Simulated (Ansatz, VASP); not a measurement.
## BN in VASP and in Ansatz

```
CELL_PARAMETERS angstrom
2.50556 0.00000 0.00000
-1.25278 2.16987 0.00000
0.00000 0.00000 6.65288
ATOMIC_POSITIONS crystal
B 0.33333 0.66667 0.25000
B 0.66667 0.33333 0.75000
N 0.33333 0.66667 0.75000
N 0.66667 0.33333 0.25000
```

Alike in both runs: task single point; functional PBE-based screened hybrid with a share of 0.45 of exact exchange and HFSCREEN = 0.3; k mesh 6 × 6 × 2; occupations gaussian, width 0.05 eV; no spin polarisation.

|  | VASP | Ansatz |
| --- | --- | --- |
| version | VASP 6.6.1 | Ansatz 0.2.0 |
| potentials or method | VASP PAW PBE potentials, release 64 (B, N), cutoff 520 eV | scalar-relativistic, plane waves, PAW |
| valence electrons in the cell | 16 | 16 |

```csv
,VASP,Ansatz,Ansatz less VASP
gap on the k mesh at the Fermi level (eV),6.25,6.27,+0.012
least direct gap on the mesh (eV),6.75,6.76,+0.011
pressure (GPa),-5.4,-5.7,-0.29
"traceless stress, the component that is largest in VASP (GPa)",7.15,7.66,+0.513
```

VASP's potentials were made for PBE, not for PBE-based screened hybrid. Ansatz's warnings: stress exchange threshold loose, stress scf threshold loose.

The k mesh is coarse, so the values compare programs but aren't converged.
